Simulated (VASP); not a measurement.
# Ni (P6_3/mmc) in VASP: a series of runs

Ni is run at these levels: PBE; tasks: single point.

Everything below comes from runs of VASP 6.6.1. Logs are shortened: lines on timing, memory, paths and dates and some standing lists are left out, and cuts for length are marked.

## 1. The cell of the first run

The structure is hexagonal, space group P6_3/mmc (No. 194). The conventional cell has a = 2.483 Å, b = 2.483 Å, c = 4.089 Å, α = 90.00°, β = 90.00°, γ = 120.00°. Ni (site symmetry -6m2) has 12 Ni at 2.48 to 2.50 Å within 3.3 Å.

This isn't the form of Ni at room conditions, which is fcc.

## 2. Single point, PBE

Contents of INCAR:

```
SYSTEM = Ni
ALGO = Normal
EDIFF = 1E-6
ENCUT = 600
GGA = PE
GGA_COMPAT = .FALSE.
ISIF = 2
ISMEAR = 0
LASPH = .TRUE.
LCHARG = .FALSE.
LREAL = .FALSE.
LWAVE = .FALSE.
NBANDS = 17
NELM = 120
PREC = Accurate
SIGMA = 0.05
```

Contents of KPOINTS:

```
k-points
0
G
  20 20 10
  0 0 0
```

Contents of POSCAR:

```
Ni
1.0
    2.4829135151      0.0000000000      0.0000000000
   -1.2414567576      2.1502661795      0.0000000000
    0.0000000000      0.0000000000      4.0886268684
Ni
2
Direct
    0.3333333333      0.6666666667      0.7500000000
    0.6666666667      0.3333333333      0.2500000000
```

Potentials or basis: VASP PAW PBE potentials, release 64 (Ni).

Started as:

```bash
> cat potpaw_PBE.64/Ni/POTCAR > POTCAR
> mpirun -np 1 vasp_std > vasp.out
```

OUTCAR:

```text
SYSTEM = Ni
   EDIFF = 1E-6
   ENCUT = 600
   GGA = PE
   ISIF = 2
   ISMEAR = 0
   LASPH = .TRUE.
   LREAL = .FALSE.
   NELM = 120
   PREC = Accurate

 ion  position               nearest neighbor table
   1  0.333  0.667  0.750-   2 2.50   2 2.50   2 2.50   2 2.50   2 2.50   2 2.50
   2  0.667  0.333  0.250-   1 2.50   1 2.50   1 2.50   1 2.50   1 2.50   1 2.50

  LATTYP: Found a hexagonal cell.
 ALAT       =     2.4829135151
 C/A-ratio  =     1.6467053095

  Lattice vectors:

 A1 = (   2.4829135151,   0.0000000000,   0.0000000000)
 A2 = (  -1.2414567576,   2.1502661795,   0.0000000000)
 A3 = (   0.0000000000,   0.0000000000,   4.0886268684)

Analysis of symmetry for initial positions (statically):
=====================================================================
 Subroutine PRICEL returns:
 Original cell was already a primitive cell.

 Routine SETGRP: Setting up the symmetry group for a
 hexagonal supercell.

 Subroutine GETGRP returns: Found 24 space group operations
 (whereof 12 operations were pure point group operations)
 out of a pool of 24 trial point group operations.

The static configuration has the point symmetry D_3d.
 The point group associated with its full space group is D_6h.

Analysis of symmetry for dynamics (positions and initial velocities):
=====================================================================
 Subroutine PRICEL returns:
 Original cell was already a primitive cell.

 Routine SETGRP: Setting up the symmetry group for a
 hexagonal supercell.

 Subroutine GETGRP returns: Found 24 space group operations
 (whereof 12 operations were pure point group operations)
 out of a pool of 24 trial point group operations.

The dynamic configuration has the point symmetry D_3d.
 The point group associated with its full space group is D_6h.

 Subroutine INISYM returns: Found 24 space group operations
 (whereof 12 operations are pure point group operations),
 and found     1 'primitive' translations

----------------------------------------------------------------------------------------

                                     Primitive cell

  volume of cell :      21.8289

  direct lattice vectors                    reciprocal lattice vectors
     2.482913515  0.000000000  0.000000000     0.402752651  0.232529351  0.000000000
    -1.241456758  2.150266179  0.000000000     0.000000000  0.465058703  0.000000000
     0.000000000  0.000000000  4.088626868     0.000000000  0.000000000  0.244580890

  length of vectors
[... 83 lines left out ...]
   LREAL  =      F    real-space projection
   EDIFFG = 0.1E-04   stopping-criterion for IOM
   NSW    =      0    number of steps for IOM
   IBRION =     -1    ionic relax: 0-MD 1-quasi-New 2-CG
   NFREE  =      0    steps in history (QN), initial steepest desc. (CG)
   ISIF   =      2    stress and relaxation
   ISYM   =      2    0-nonsym 1-usesym 2-fastsym
   POTIM  = 0.5000    time-step for ionic-motion
   TEBEG  =    0.0;   TEEND  =   0.0 temperature during run
   PSTRESS=    0.0 pullay stress
   NELECT =      20.0000    total number of electrons
   NUPDOWN=      -1.0000    fix difference up-down
   EMIN   =  10.00;   EMAX   =-10.00  energy-range for DOS
   EFERMI =   0.00;   METHOD = LEGACY
   ISMEAR =     0;   SIGMA  =   0.05  broadening in eV -4-tet -1-fermi 0-gaus
   EFERMI_NEDOS =   21; number of points for ismear=-14 and -15
   IALGO  =     38    algorithm
   IMIX   =      4    mixing-type and parameters
     AMIX     =   0.40;   BMIX     =  1.00
     AMIX_MAG =   1.60;   BMIX_MAG =  1.00
  volume/ion in A,a.u.               =      10.91        73.65
  Fermi-wavevector in a.u.,A,eV,Ry     =   1.590039  3.004738 34.398569  2.528223
  Thomas-Fermi vector in A             =   2.688795
   LORBIT       =      0    0 simple, 1 ext, 2 COOP (PROOUT), +10 PAW based schemes
   GGA     = PE    functional components
   LHFCALC =     F    Hartree Fock is set to
   AEXX    =    0.0000 exact exchange contribution
   IVDW    =     0    specifies the selected vdW correction
   LEPSILON=     F    determine dielectric tensor
   LRPA    =     F    only Hartree local field effects (RPA)
 non-spin polarized calculation
 Gauss-broadening in eV      SIGMA  =   0.05
  energy-cutoff  :      600.00
  volume of cell :       21.83
 maximum number of plane-waves:       758
 NGX is ok and might be reduce to    20
   NGX =  9   NGY =  9   NGZ = 17

 number of electron      19.9999997 magnetization

 Free energy of the ion-electron system (eV)
  ---------------------------------------------------
  ext. energy  EPLUGINS =         0.00000000
  ---------------------------------------------------
  free energy    TOTEN  =       -10.77496349 eV

  energy without entropy =      -10.76157815  energy(sigma->0) =      -10.76827082

 E-fermi :   9.1457     XC(G=0): -13.2331

 val. band max:        9.1452905576   @ k =   0.3000  -0.0000   0.1000
 cond. band min:       9.1459507788   @ k =   0.2500   0.1000   0.1000
 fundamental gap:      0.0006602213
 Fermi energy:         9.1456825040

 k-point     1 :       0.0000    0.0000    0.0000
  band No.  band energies     occupation
      1       0.3258      2.00000
      2       4.7423      2.00000
      3       7.2886      2.00000
      4       7.3692      2.00000
      5       7.3692      2.00000
      6       7.6390      2.00000
[... 457 lines left out ...]
      4       6.5302      2.00000
      5       7.3461      2.00000
      6       7.3592      2.00000
[... 9 lines left out ...]
     16      27.5306      0.00000
     17      28.8296      0.00000

 [... further k-points ...]

------------------------ aborting loop because EDIFF is reached ----------------------------------------

  FORCE on cell =-STRESS in cart. coord.  units (eV):
  Direction    XX          YY          ZZ          XY          YZ          ZX
  --------------------------------------------------------------------------------------
  -------------------------------------------------------------------------------------
  Total       -0.1950662     -0.1950662     -0.0549656      0.0000000      0.0000000      0.0000000
  in kB      -14.3173086    -14.3173086     -4.0343209      0.0000000      0.0000000      0.0000000
  external PRESSURE =     -10.8896460 kB  Pullay stress =       0.0000000 kB

 VOLUME and BASIS-vectors are now :
 -----------------------------------------------------------------------------
  energy-cutoff  :      600.00
  volume of cell :       21.83
      direct lattice vectors                 reciprocal lattice vectors
     2.482913515  0.000000000  0.000000000     0.402752651  0.232529351  0.000000000
    -1.241456758  2.150266179  0.000000000     0.000000000  0.465058703  0.000000000
     0.000000000  0.000000000  4.088626868     0.000000000  0.000000000  0.244580890

 POSITION                                       TOTAL-FORCE (eV/Angst)
 -----------------------------------------------------------------------------------
     -0.00000      1.43351      3.06647         0.000000     -0.000000      0.000000
      1.24146      0.71676      1.02216        -0.000000      0.000000      0.000000
 -----------------------------------------------------------------------------------
    total drift:                               -0.000000      0.000000     -0.000000

  FREE ENERGIE OF THE ION-ELECTRON SYSTEM (eV)
  ---------------------------------------------------
  free  energy   TOTEN  =       -10.7749634896 eV

  energy  without entropy=      -10.7615781512  energy(sigma->0) =      -10.76827082
```

Wall time 1.8 min (1 thread of Oxide Virtual Turin-like, shared host); peak memory 0.18 GiB.

Results:

| Quantity | Value |
| --- | --- |
| Free energy | -10.7750 eV |
| Pressure | -1.1 GPa |
| Band gap on the k mesh | zero (bands 10 and 11 overlap by 0.53 eV) |

Caveat: the run has no spin polarisation, though such a crystal can be magnetic.

## 3. Single point, PBE, collinear spin, antiferromagnetic start

Contents of INCAR:

```
SYSTEM = Ni
ALGO = Normal ; EDIFF = 1E-6
ENCUT = 600 ; GGA = PE
GGA_COMPAT = .FALSE. ; ISIF = 2
ISMEAR = 0 ; ISPIN = 2
LASPH = .TRUE. ; LCHARG = .FALSE.
LMAXMIX = 4 ; LORBIT = 11
LREAL = .FALSE. ; LWAVE = .FALSE.
MAGMOM = 0.8 -0.8 ; NBANDS = 21
NELM = 200 ; PREC = Accurate
SIGMA = 0.05
```

KPOINTS is that of step 2.

POSCAR is that of step 2.

Potentials or basis: VASP PAW PBE potentials, release 64 (Ni).

Started as:

```bash
> cat potpaw_PBE.64/Ni/POTCAR > POTCAR
> mpirun -np 1 vasp_std > vasp.out
```

Run time: 6.1 min. Hardware: 1 thread of Oxide Virtual Turin-like, shared host; peak memory 0.28 GiB.

Results (log left out):

```yaml
Free_energy: -10.7842 eV
Pressure: -0.7 GPa
Band_gap_on_the_k_mesh: zero (filled and empty bands overlap)
Net_moment: 0.00 μB per cell
Site_moments: Ni +0.30, -0.30 μB
Valence_electrons_inside_the_program's_atomic_spheres: Ni 9.31
```

Stress tensor (GPa, compression positive):
```
-1.32  0.00  0.00
 0.00 -1.32  0.00
 0.00  0.00  0.57
```

Levels at points of the mesh, in eV from the Fermi level:
Spin up:
```tsv
k point	band 7	band 8	band 9	band 10	band 11	band 12	band 13	band 14
(0.00, 0.00, 0.00)	-1.44	-1.10	-1.10	-0.23	-0.14	-0.14	5.91	22.75
(0.50, 0.00, 0.00)	-1.47	-0.20	0.04	0.24	1.57	3.41	9.52	10.03
(0.00, 0.00, 0.50)	-1.70	-1.70	-0.48	-0.48	-0.38	-0.38	14.37	14.46
(0.50, 0.00, 0.50)	-0.60	-0.33	-0.17	0.25	1.68	1.72	7.07	7.16
```
Spin down:
```csv
k point,band 8,band 9,band 10,band 11,band 12,band 13
"(0.00, 0.00, 0.00)",-1.10,-1.10,-0.23,-0.14,-0.14,5.91
"(0.50, 0.00, 0.00)",-0.20,0.04,0.24,1.57,3.41,9.52
"(0.00, 0.00, 0.50)",-1.70,-0.48,-0.48,-0.38,-0.38,14.37
"(0.50, 0.00, 0.50)",-0.33,-0.17,0.25,1.68,1.72,7.07
```

## 4. Single point, PBE, collinear spin, ferromagnetic start

Contents of INCAR:

```
PREC = Accurate
ENCUT = 600
EDIFF = 1E-6
ISMEAR = 0
SIGMA = 0.05
LREAL = False
LASPH = True
NELM = 200
ALGO = Normal
ISIF = 2
LWAVE = False
LCHARG = True
ISPIN = 2
MAGMOM = 0.5 0.5
LORBIT = 11
LMAXMIX = 4
GGA = PE
LELF = True
LVHAR = True
NBANDS = 21
GGA_COMPAT = False
```

Contents of KPOINTS:

```
Automatic mesh
0
Gamma
  20 20 10
```

POSCAR is that of step 3.

Started as:

```bash
> cat potpaw_PBE.64/Ni/POTCAR > POTCAR
> mpirun -np 1 vasp_std > vasp.out
```

Wall time 6 min (1 thread of Oxide Virtual Turin-like, shared host); peak memory 0.27 GiB.

Results (log left out):

```
Free energy                                           : -10.8900 eV
Pressure                                              : -0.1 GPa
Net moment                                            : 1.27 μB per cell
Site moments                                          : Ni +0.65 μB
Valence electrons inside the program's atomic spheres : Ni 9.30
```

Levels at points of the mesh, in eV from the Fermi level:
Spin up:
```tsv
k point	band 7	band 8	band 9	band 10	band 11	band 12	band 13	band 14	band 15	band 16
(0.00, 0.00, 0.00)	-2.08	-1.66	-1.66	-0.74	-0.74	-0.40	5.51	22.64	24.49	24.49
(0.50, 0.00, 0.00)	-2.05	-0.62	-0.57	-0.51	1.15	3.02	9.26	9.79	12.32	13.21
(0.00, 0.00, 0.50)	-2.38	-2.38	-1.02	-1.02	-1.02	-1.02	14.15	14.15	23.35	23.35
(0.50, 0.00, 0.50)	-1.01	-1.01	-0.55	-0.55	1.44	1.44	6.75	6.75	18.21	18.21
```
Spin down:
```
           k point  band 5  band 6  band 7  band 8  band 9  band 10  band 11  band 12  band 13  band 14
(0.00, 0.00, 0.00)   -1.67   -1.39   -1.39   -0.97   -0.97    -0.45    -0.01    -0.01     5.92    22.49
(0.50, 0.00, 0.00)   -1.75   -1.73   -1.38    0.15    0.17     0.27     1.62     3.40     9.37     9.90
(0.00, 0.00, 0.50)   -1.71   -1.71   -1.71   -1.71   -0.30    -0.30    -0.30    -0.30    14.29    14.29
(0.50, 0.00, 0.50)   -0.89   -0.89   -0.39   -0.39    0.22     0.22     1.59     1.59     7.07     7.07
```

## 5. Overview

```tsv
spin	gap on the mesh (eV)	pressure (GPa)	moment (μB)
off	none	-1.1	-
collinear, antiferromagnetic start	none	-0.7	0.00
collinear, ferromagnetic start	none	-0.1	1.27
```

Alike in all rows: task single point; level PBE; potentials or basis VASP PAW PBE potentials, release 64 (Ni); cell as given; k mesh 20 × 20 × 10; cutoff (eV) 600; smearing gaussian 0.05 eV.

Absolute energies hang on the potentials; compare differences alone.
